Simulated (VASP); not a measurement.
## Ir: relaxation of cell and atoms with LDA

Crystal: Ir.

```
CELL_PARAMETERS angstrom
-1.34816 1.34816 1.34816
1.34816 -1.34816 1.34816
1.34816 1.34816 -1.34816
ATOMIC_POSITIONS crystal
Ir 0.00000 0.00000 0.00000
```

```
Program                : VASP 6.6.1
Task                   : relaxation of cell and atoms
Functional             : LDA
Potentials or basis    : VASP PAW LDA potentials, release 64 (Ir)
Cutoff                 : 600 eV
k mesh                 : 20 × 20 × 20
Occupations            : fermi-dirac, width 0.08 eV
Spin                   : no spin polarisation
Target pressure        : 340 GPa
Dipole correction      : no
Further INCAR settings : ALGO = Normal; EDIFF = 1e-07; IBRION = 2; EDIFFG = -0.005; NSW = 32; ISIF = 3
```

```
Relaxed volume                                         : 9.87 Å³/atom
Relaxed cell                                           : a = 2.340 Å, b = 2.340 Å, c = 2.340 Å, α = 109.47°, β = 109.47°, γ = 109.47°
Space group after relaxing (to 0.05 Å)                 : Im-3m (No. 229)
Energy change on relaxing (the enthalpy is what falls) : -146.6 meV/atom
Ionic steps                                            : 4
Pressure after relaxing                                : 340.0 GPa
```

The path:
```csv
step,energy change (eV),largest force (eV/Å),pressure (GPa),volume (Å³)
1,0.0000,0.0000,351.69,9.80
2,-1.7859,0.0000,204.58,10.85
3,-0.1549,0.0000,339.33,9.87
4,-0.1466,0.0000,339.99,9.87
```

Final structure:
```
Ir
1.0
    -1.35127    1.35127    1.35127
     1.35127   -1.35127    1.35127
     1.35127    1.35127   -1.35127
Ir
1
Direct
  0.00000 0.00000 0.00000
```

Levels at points of the mesh, in eV from the Fermi level:
| k point | band 1 | band 2 | band 3 | band 4 | band 5 | band 6 | band 7 | band 8 |
| --- | --- | --- | --- | --- | --- | --- | --- | --- |
| (0.00, 0.00, 0.00) | -14.89 | -6.42 | -6.42 | -6.42 | -1.32 | -1.32 | 16.36 | 16.36 |
| (0.50, 0.00, 0.00) | -12.47 | -9.67 | -1.30 | -0.19 | -0.07 | 4.31 | 12.63 | 13.71 |
| (0.50, 0.50, 0.50) | -12.62 | -12.62 | 2.84 | 2.84 | 2.84 | 9.93 | 9.93 | 9.93 |

Wall time 23 s on 1 thread of Intel(R) Xeon(R) 6975P-C (Granite Rapids) (shared host), peak memory 0.16 GiB.

Caveat: the cell is relaxed towards a set pressure, so the enthalpy falls and the energy may rise; spin-orbit coupling is left out, which moves the levels of the heavy elements.
